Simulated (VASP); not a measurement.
The system is SbP.

```xyz
4
Lattice="3.4545 0.0000 0.0000 -0.0527 3.6272 0.0000 -0.0040 -0.3275 5.0331" Properties=species:S:1:pos:R:3 pbc="T T T"
Sb    1.7009    1.6503    2.5128
Sb   -0.0541    3.4637    2.5123
P     1.6597    1.7726    0.0037
P     0.0382    0.0424    0.0058
```

The cell was generated, and may not be a known phase.

- Program: VASP 6.6.1
- Task: relaxation of cell and atoms
- Functional: PBE
- Potentials or basis: VASP PAW PBE potentials, release 64 (Sb_d_GW, P)
- Cutoff: 500 eV
- k mesh: 6 × 6 × 4
- Occupations: gaussian, width 0.1 eV
- Spin: no spin polarisation

At the start: pressure 65.7 GPa; volume 15.77 Å³/atom.

Q: Where does the relaxation end?

A: Over 64 steps the energy falls by 1363.5 meV/atom and the volume is 25.74 Å³/atom (+63.3 %); space group P-1 (No. 2, to 0.1 Å) before, P2_1/m (No. 11, to 0.1 Å).

Step by step:
| step | energy change (eV) | largest force (eV/Å) | pressure (GPa) | volume (Å³) |
| --- | --- | --- | --- | --- |
| 1 | 0.0000 | 0.3349 | 65.68 | 63.07 |
| 3 | -4.4422 | 0.8021 | -1.05 | 94.73 |
| 5 | -4.4471 | 0.7931 | 0.08 | 93.20 |
| 7 | -4.8226 | 1.4135 | 0.61 | 94.17 |
| 9 | -5.1217 | 0.6336 | 2.79 | 95.12 |
| 11 | -5.1948 | 1.1270 | 1.90 | 100.99 |
| 13 | -5.2116 | 0.5623 | 1.87 | 99.38 |
| 15 | -5.2768 | 0.5288 | -1.14 | 103.63 |
| 17 | -5.2980 | 0.3123 | -0.62 | 103.26 |
| 19 | -5.3151 | 0.1734 | 0.11 | 103.15 |
| 21 | -5.3243 | 0.1336 | -0.54 | 103.65 |
| 23 | -5.3322 | 0.0790 | -0.11 | 103.05 |
| 25 | -5.3331 | 0.1550 | 0.09 | 102.79 |
| 27 | -5.3375 | 0.1102 | 0.00 | 102.50 |
| 29 | -5.3378 | 0.1301 | 0.00 | 102.41 |
| 31 | -5.3480 | 0.1836 | 0.15 | 102.11 |
| 33 | -5.3519 | 0.2331 | 0.34 | 101.84 |
| 35 | -5.3615 | 0.0932 | 0.54 | 102.50 |
| 37 | -5.3625 | 0.1191 | 0.67 | 102.76 |
| 39 | -5.3691 | 0.0941 | -0.33 | 104.94 |
| 41 | -5.3771 | 0.1974 | -0.10 | 105.47 |
| 43 | -5.3862 | 0.1621 | -0.37 | 105.23 |
| 45 | -5.3926 | 0.0878 | 0.02 | 104.46 |
| 47 | -5.3936 | 0.1256 | 0.27 | 104.06 |
| 49 | -5.4040 | 0.1295 | -0.04 | 104.50 |
| 51 | -5.4133 | 0.2820 | -0.52 | 105.10 |
| 53 | -5.4228 | 0.2815 | -0.65 | 104.93 |
| 55 | -5.4392 | 0.1544 | 0.24 | 103.42 |
| 57 | -5.4433 | 0.1516 | 0.23 | 103.36 |
| 59 | -5.4512 | 0.0652 | -0.14 | 103.71 |
| 61 | -5.4527 | 0.0543 | -0.14 | 103.58 |
| 63 | -5.4536 | 0.0519 | 0.10 | 102.92 |
| 64 | -5.4540 | 0.0201 | -0.02 | 102.96 |

Final structure:
```cif
data_structure
_symmetry_space_group_name_H-M 'P 1'
_symmetry_Int_Tables_number 1
_cell_length_a 3.8620
_cell_length_b 4.8446
_cell_length_c 5.5862
_cell_angle_alpha 80.095
_cell_angle_beta 89.775
_cell_angle_gamma 89.894
_cell_volume 102.96
loop_
_atom_site_label
_atom_site_type_symbol
_atom_site_fract_x
_atom_site_fract_y
_atom_site_fract_z
_atom_site_occupancy
Sb1 Sb 0.50066 0.52406 0.51045 1
Sb2 Sb 0.99925 0.97631 0.48971 1
P1 P 0.49855 0.38655 0.98787 1
P2 P 0.00138 0.11369 0.01226 1
```

Caveat: the volume moved by over 15 % at a fixed basis, so the end points are rough.
